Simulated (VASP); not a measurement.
# Ru (P6_3/mmc) in VASP: a series of runs

The runs below take Ru through single point, relaxation of cell and atoms, with PBEsol.

Everything below comes from runs of VASP 6.6.1. Logs are shortened: lines on timing, memory, paths and dates and some standing lists are left out, and cuts for length are marked.

## Step 1: The cell of the first run

Symmetry: P6_3/mmc, No. 194, hexagonal system. Conventional cell: a = 2.692 Å, b = 2.692 Å, c = 4.246 Å, α = 90.00°, β = 90.00°, γ = 120.00°. Within 3.5 Å of Ru (site symmetry -6m2) lie 12 Ru at 2.63 to 2.69 Å.

## Step 2: Single point, PBEsol

File INCAR:

```
SYSTEM = Ru
PREC = Accurate
ENCUT = 520
EDIFF = 1E-7
ISMEAR = -1
SIGMA = 0.1
LREAL = .False.
LASPH = .True.
NELM = 80
ALGO = Normal
ISIF = 2
LWAVE = .False.
LCHARG = .False.
GGA = PS
NBANDS = 21
```

File KPOINTS:

```
Automatic mesh
0
Gamma
  16 16 8
  0 0 0
```

File POSCAR:

```
Ru
1.0
    2.6921595032      0.0000000000      0.0000000000
   -1.3460797516      2.3314785208      0.0000000000
    0.0000000000      0.0000000000      4.2459623375
Ru
2
Direct
    0.3333333333      0.6666666667      0.2500000000
    0.6666666667      0.3333333333      0.7500000000
```

Potentials or basis: VASP PAW PBE potentials, release 64 (Ru_pv).

The run is started by

```console
$ cat potpaw_PBE.64/Ru_pv/POTCAR > POTCAR
$ mpirun -np 1 vasp_std > vasp.out
```

OUTCAR:

```text
SYSTEM = Ru
   PREC = Accurate
   ENCUT = 520
   EDIFF = 1E-7
   ISMEAR = -1
   LREAL = .False.
   LASPH = .True.
   NELM = 80
   ISIF = 2
   GGA = PS

 ion  position               nearest neighbor table
   1  0.333  0.667  0.250-   2 2.63   2 2.63   2 2.63   2 2.63   2 2.63   2 2.63
   2  0.667  0.333  0.750-   1 2.63   1 2.63   1 2.63   1 2.63   1 2.63   1 2.63

  LATTYP: Found a hexagonal cell.
 ALAT       =     2.6921595032
 C/A-ratio  =     1.5771585348

  Lattice vectors:

 A1 = (   2.6921595032,   0.0000000000,   0.0000000000)
 A2 = (  -1.3460797516,   2.3314785208,   0.0000000000)
 A3 = (   0.0000000000,   0.0000000000,   4.2459623375)

Analysis of symmetry for initial positions (statically):
=====================================================================
 Subroutine PRICEL returns:
 Original cell was already a primitive cell.

 Routine SETGRP: Setting up the symmetry group for a
 hexagonal supercell.

 Subroutine GETGRP returns: Found 24 space group operations
 (whereof 12 operations were pure point group operations)
 out of a pool of 24 trial point group operations.

The static configuration has the point symmetry D_3d.
 The point group associated with its full space group is D_6h.

Analysis of symmetry for dynamics (positions and initial velocities):
=====================================================================
 Subroutine PRICEL returns:
 Original cell was already a primitive cell.

 Routine SETGRP: Setting up the symmetry group for a
 hexagonal supercell.

 Subroutine GETGRP returns: Found 24 space group operations
 (whereof 12 operations were pure point group operations)
 out of a pool of 24 trial point group operations.

The dynamic configuration has the point symmetry D_3d.
 The point group associated with its full space group is D_6h.

 Subroutine INISYM returns: Found 24 space group operations
 (whereof 12 operations are pure point group operations),
 and found     1 'primitive' translations

----------------------------------------------------------------------------------------

                                     Primitive cell

  volume of cell :      26.6507

  direct lattice vectors                    reciprocal lattice vectors
     2.692159503  0.000000000  0.000000000     0.371449017  0.214456190  0.000000000
    -1.346079752  2.331478521  0.000000000     0.000000000  0.428912379  0.000000000
     0.000000000  0.000000000  4.245962337     0.000000000  0.000000000  0.235517869

  length of vectors
     2.692159503  2.692159503  4.245962337     0.428912379  0.428912379  0.235517869

  position of ions in fractional coordinates (direct lattice)
     0.333333333  0.666666667  0.250000000
     0.666666667  0.333333333  0.750000000

  ion indices of the primitive-cell ions
   primitive index   ion index
                 1           1
                 2           2

----------------------------------------------------------------------------------------

 KPOINTS: Automatic mesh

Automatic generation of k-mesh.
 Grid dimensions read from file:
 generate k-points for:   16   16    8

 Generating k-lattice:

  Cartesian coordinates                     Fractional coordinates (reciprocal lattice)
     0.023215564  0.013403512  0.000000000     0.062500000  0.000000000  0.000000000
     0.000000000  0.026807024  0.000000000     0.000000000  0.062500000  0.000000000
     0.000000000  0.000000000  0.029439734     0.000000000  0.000000000  0.125000000

  Length of vectors
     0.026807024  0.026807024  0.029439734

  Shift w.r.t. Gamma in fractional coordinates (k-lattice)
     0.000000000  0.000000000  0.000000000

 Subroutine IBZKPT returns following result:
 ===========================================

 Found    150 irreducible k-points:

 Following reciprocal coordinates:
            Coordinates               Weight
  0.000000  0.000000  0.000000      1.000000
  0.062500  0.000000  0.000000      6.000000
  0.125000  0.000000  0.000000      6.000000
  0.187500  0.000000  0.000000      6.000000
  0.250000  0.000000  0.000000      6.000000
  0.312500  0.000000  0.000000      6.000000
[... 16 lines left out ...]
  0.187500  0.187500  0.000000      6.000000
  0.250000  0.187500  0.000000     12.000000
 [... further k-points ...]
   k-points           NKPTS =    150   k-points in BZ     NKDIM =    150   number of bands    NBANDS=     21
   number of dos      NEDOS =    301   number of ions     NIONS =      2
   total plane-waves  NPLWV =  12800
   dimension x,y,z NGX =    20 NGY =   20 NGZ =   32
   dimension x,y,z NGXF=    40 NGYF=   40 NGZF=   64
   ions per type =               2
   NGX,Y,Z   is equivalent  to a cutoff of  12.35, 12.35, 12.53 a.u.
   NGXF,Y,Z  is equivalent  to a cutoff of  24.70, 24.70, 25.06 a.u.
 SYSTEM =  Ru
   PREC   = accura    normal or accurate (medium, high low for compatibility)
   ISTART =      0    job   : 0-new  1-cont  2-samecut
   ICHARG =      2    charge: 1-file 2-atom 10-const
   ISPIN  =      1    spin polarized calculation?
   LNONCOLLINEAR =      F non collinear calculations
   LSORBIT =      F    spin-orbit coupling
   LASPH  =      T    aspherical Exc in radial PAW
   ENCUT  =  520.0 eV  38.22 Ry    6.18 a.u.   5.01  5.01  7.89*2*pi/ulx,y,z
   NELM   =     80;   NELMIN=  2; NELMDL= -5     # of ELM steps
   EDIFF  = 0.1E-06   stopping-criterion for ELM
   LREAL  =      F    real-space projection
   EDIFFG = 0.1E-05   stopping-criterion for IOM
   NSW    =      0    number of steps for IOM
   IBRION =     -1    ionic relax: 0-MD 1-quasi-New 2-CG
   NFREE  =      0    steps in history (QN), initial steepest desc. (CG)
   ISIF   =      2    stress and relaxation
   ISYM   =      2    0-nonsym 1-usesym 2-fastsym
   POTIM  = 0.5000    time-step for ionic-motion
   TEBEG  =    0.0;   TEEND  =   0.0 temperature during run
   PSTRESS=    0.0 pullay stress
   NELECT =      28.0000    total number of electrons
   NUPDOWN=      -1.0000    fix difference up-down
   EMIN   =  10.00;   EMAX   =-10.00  energy-range for DOS
   EFERMI =   0.00;   METHOD = LEGACY
   ISMEAR =    -1;   SIGMA  =   0.10  broadening in eV -4-tet -1-fermi 0-gaus
   EFERMI_NEDOS =   21; number of points for ismear=-14 and -15
   IALGO  =     38    algorithm
   IMIX   =      4    mixing-type and parameters
     AMIX     =   0.40;   BMIX     =  1.00
     AMIX_MAG =   1.60;   BMIX_MAG =  1.00
  volume/ion in A,a.u.               =      13.33        89.92
  Fermi-wavevector in a.u.,A,eV,Ry     =   1.664274  3.145021 37.685507  2.769807
  Thomas-Fermi vector in A             =   2.750846
   LORBIT       =      0    0 simple, 1 ext, 2 COOP (PROOUT), +10 PAW based schemes
   GGA     = PS    functional components
   LHFCALC =     F    Hartree Fock is set to
   AEXX    =    0.0000 exact exchange contribution
   IVDW    =     0    specifies the selected vdW correction
   LEPSILON=     F    determine dielectric tensor
   LRPA    =     F    only Hartree local field effects (RPA)
 non-spin polarized calculation
  energy-cutoff  :      520.00
  volume of cell :       26.65
 maximum number of plane-waves:       733
 NGX is ok and might be reduce to    20
   NGX =  9   NGY =  9   NGZ = 15

 number of electron      27.9999997 magnetization

 Free energy of the ion-electron system (eV)
  ---------------------------------------------------
  ext. energy  EPLUGINS =         0.00000000
  ---------------------------------------------------
  free energy    TOTEN  =       -20.36983090 eV

  energy without entropy =      -20.31937482  energy(sigma->0) =      -20.34460286

 E-fermi :  13.0757     XC(G=0): -14.3965

 val. band max:       13.0730712435   @ k =   0.0625   0.0000   0.3750
 cond. band min:      13.0772899478   @ k =   0.1875   0.0625   0.3750
 fundamental gap:      0.0042187043
 Fermi energy:        13.0757481639

 k-point     1 :       0.0000    0.0000    0.0000
  band No.  band energies     occupation
      1     -30.6355      2.00000
      2     -29.6352      2.00000
      3     -29.6352      2.00000
      4     -29.4508      2.00000
      5     -29.4508      2.00000
      6     -29.4037      2.00000
[... 13 lines left out ...]
     20      23.3047      0.00000
     21      23.6359      0.00000

 k-point     2 :       0.0625    0.0000    0.0000
  band No.  band energies     occupation
      1     -30.6212      2.00000
      2     -29.6654      2.00000
      3     -29.6455      2.00000
      4     -29.4824      2.00000
      5     -29.4548      2.00000
      6     -29.4104      2.00000
[... 13 lines left out ...]
     20      23.3047      0.00000
     21      23.6161      0.00000

 k-point     3 :       0.1250    0.0000    0.0000
  band No.  band energies     occupation
      1     -30.5794      2.00000
      2     -29.7515      2.00000
      3     -29.6742      2.00000
      4     -29.5714      2.00000
      5     -29.4667      2.00000
      6     -29.4306      2.00000
[... 13 lines left out ...]
     20      23.3046      0.00000
     21      23.5521      0.00000

 k-point     4 :       0.1875    0.0000    0.0000
  band No.  band energies     occupation
      1     -30.5133      2.00000
      2     -29.8804      2.00000
      3     -29.7158      2.00000
      4     -29.7015      2.00000
      5     -29.4857      2.00000
      6     -29.4643      2.00000
[... 13 lines left out ...]
     20      23.3045      0.00000
     21      23.4540      0.00000

 k-point     5 :       0.2500    0.0000    0.0000
  band No.  band energies     occupation
      1     -30.4282      2.00000
      2     -30.0324      2.00000
      3     -29.8505      2.00000
      4     -29.7633      2.00000
      5     -29.5111      2.00000
      6     -29.5094      2.00000
[... 13 lines left out ...]
     20      23.3043      0.00000
     21      23.3738      0.00000
[... 382 lines left out ...]
     20      23.3024      0.00000
     21      24.3610      0.00000

 k-point    22 :       0.4375    0.1250    0.0000
  band No.  band energies     occupation
      1     -30.3941      2.00000
      2     -30.1884      2.00000
      3     -30.0852      2.00000
      4     -29.9435      2.00000
      5     -29.7459      2.00000
      6     -29.6532      2.00000
[... 13 lines left out ...]
     20      23.3008      0.00000
     21      24.5915      0.00000

 k-point    23 :       0.1875    0.1875    0.0000
  band No.  band energies     occupation
      1     -30.3075      2.00000
      2     -30.0985      2.00000
      3     -30.0960      2.00000
      4     -29.7957      2.00000
      5     -29.6221      2.00000
      6     -29.5843      2.00000
[... 13 lines left out ...]
     20      23.3037      0.00000
     21      23.4143      0.00000

 k-point    24 :       0.2500    0.1875    0.0000
  band No.  band energies     occupation
      1     -30.2165      2.00000
      2     -30.2138      2.00000
      3     -30.1387      2.00000
      4     -29.8689      2.00000
      5     -29.6758      2.00000
      6     -29.6478      2.00000
[... 13 lines left out ...]
     20      23.4367      0.00000
     21      24.1887      0.00000

 [... further k-points ...]

------------------------ aborting loop because EDIFF is reached ----------------------------------------

  FORCE on cell =-STRESS in cart. coord.  units (eV):
  Direction    XX          YY          ZZ          XY          YZ          ZX
  --------------------------------------------------------------------------------------
  -------------------------------------------------------------------------------------
  Total       -0.0108075     -0.0108075     -0.0050150     -0.0000000     -0.0000000      0.0000000
  in kB       -0.6497208     -0.6497208     -0.3014894     -0.0000000     -0.0000000      0.0000000
  external PRESSURE =      -0.5336436 kB  Pullay stress =       0.0000000 kB

 VOLUME and BASIS-vectors are now :
 -----------------------------------------------------------------------------
  energy-cutoff  :      520.00
  volume of cell :       26.65
      direct lattice vectors                 reciprocal lattice vectors
     2.692159503  0.000000000  0.000000000     0.371449017  0.214456190  0.000000000
    -1.346079752  2.331478521  0.000000000     0.000000000  0.428912379  0.000000000
     0.000000000  0.000000000  4.245962337     0.000000000  0.000000000  0.235517869

 POSITION                                       TOTAL-FORCE (eV/Angst)
 -----------------------------------------------------------------------------------
     -0.00000      1.55432      1.06149        -0.000000      0.000000      0.000000
      1.34608      0.77716      3.18447         0.000000      0.000000      0.000000
 -----------------------------------------------------------------------------------
    total drift:                               -0.000000      0.000000     -0.000000

  FREE ENERGIE OF THE ION-ELECTRON SYSTEM (eV)
  ---------------------------------------------------
  free  energy   TOTEN  =       -20.3698309031 eV

  energy  without entropy=      -20.3193748234  energy(sigma->0) =      -20.34460286
```

Run time: 29 s. Hardware: 1 thread of Intel Xeon 6975P-C (Granite Rapids), shared host; peak memory 0.18 GiB.

What came out:

```
Free energy            : -20.3698 eV
Pressure               : -0.1 GPa
Band gap on the k mesh : zero (band 14 reaches 14.72 eV, above the bottom of band 15 at 11.43 eV)
```

Caveat: the PAW data sets were made with another functional, which shifts forces and pressure a little.

## Step 3: Relaxation of cell and atoms, PBEsol

This run uses another cell than the first one, of 13.57 Å³/atom, 1.019 times its volume.

File INCAR:

```
PREC = Accurate
ENCUT = 600
EDIFF = 1E-6
ISMEAR = -1
SIGMA = 0.1
LREAL = False
LASPH = True
NELM = 100
ALGO = Normal
ISIF = 3
LWAVE = False
LCHARG = False
GGA = PS
IBRION = 2
NSW = 100
EDIFFG = -0.002
```

File KPOINTS:

```
Automatic mesh
0
Gamma
  16 16 8
```

File POSCAR:

```
Ru
1.0
    2.7058000000      0.0000000000      0.0000000000
   -1.3529000000      2.3432915376      0.0000000000
    0.0000000000      0.0000000000      4.2819000000
Ru
2
Direct
    0.3333333333      0.6666666667      0.2500000000
    0.6666666667      0.3333333333      0.7500000000
```

Potentials or basis: VASP PAW PBE potentials, release 64 (Ru_pv).

The run is started by

```console
$ cat potpaw_PBE.64/Ru_pv/POTCAR > POTCAR
$ mpirun -np 1 vasp_std > vasp.out
```

It took 2.4 min on 1 thread of Intel Xeon 6975P-C (Granite Rapids), shared host; peak memory 0.22 GiB.

The run converged. Its results:

```
Free energy                            : -20.3709 eV
Relaxed volume                         : 13.32 Å³/atom
Relaxed cell                           : a = 2.692 Å, b = 2.692 Å, c = 4.246 Å, α = 90.00°, β = 90.00°, γ = 120.00°
Space group after relaxing (to 0.05 Å) : P6_3/mmc (No. 194)
Energy gained by relaxing              : 5.2 meV/atom
Ionic steps                            : 11
Pressure after relaxing                : 0.0 GPa
Band gap on the k mesh                 : zero (band 14 reaches 14.72 eV, above the bottom of band 15 at 11.43 eV)
```

The path:
```csv
step,energy change (eV),largest force (eV/Å),pressure (GPa),volume (Å³)
1,0.0000,0.0000,-6.24,27.15
2,0.0974,0.0000,23.76,25.12
3,-0.0103,0.0000,-0.16,26.66
4,-0.0103,0.0000,0.07,26.64
5,-0.0104,0.0000,-0.05,26.65
6,-0.0104,0.0000,0.01,26.65
7,-0.0104,0.0000,0.03,26.65
8,-0.0104,0.0000,0.02,26.65
9,-0.0104,0.0000,0.02,26.65
10,-0.0104,0.0000,-0.03,26.65
11,-0.0104,0.0000,-0.02,26.65
```

Final structure:
```
Ru
1.0
     2.69201    0.00000    0.00000
    -1.34600    2.33134    0.00000
     0.00000    0.00000    4.24600
Ru
2
Cartesian
  0.0000 1.5542 1.0615
  1.3460 0.7771 3.1845
```

Levels at points of the mesh, in eV from the Fermi level:
```
           k point  band 12  band 13  band 14  band 15  band 16  band 17
(0.00, 0.00, 0.00)    -2.00    -2.00    -1.49    -1.49     1.20     1.20
(0.50, 0.00, 0.00)    -1.90    -1.58     1.44     1.88     1.98     4.12
(0.00, 0.00, 0.50)    -2.89    -2.81    -2.81     0.55     0.55     0.55
(0.50, 0.00, 0.50)    -1.13     0.41     0.41     1.70     1.70     3.41
```

Caveat: the PAW data sets were made with another functional, which shifts forces and pressure a little.
